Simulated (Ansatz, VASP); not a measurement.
Hf in VASP and in Ansatz

```
CELL_PARAMETERS angstrom
3.13276 0.00000 0.00000
-1.56638 2.71305 0.00000
0.00000 0.00000 5.05780
ATOMIC_POSITIONS crystal
Hf 0.33333 0.66667 0.25000
Hf 0.66667 0.33333 0.75000
```

Change from the starting cell: equal xx and yy strain of -2 %.

Alike in both runs: task single point; functional PBE; k mesh 13 × 13 × 7; occupations fermi-dirac, width 0.05 eV; no spin polarisation.

```csv
,VASP,Ansatz
version,VASP 6.6.1,Ansatz 0.2.0
potentials or method,"VASP PAW PBE potentials, release 64 (Hf_pv), cutoff 520 eV","all-electron LAPW, scalar-relativistic"
```

```tsv
	VASP	Ansatz	Ansatz less VASP
pressure (GPa)	5.0	5.5	+0.46
traceless stress, the component that is largest in VASP (GPa)	-1.80	-1.72	+0.082
```

Ansatz ran all-electron here, and VASP with PAW potentials.

Neither program's run includes spin-orbit coupling.
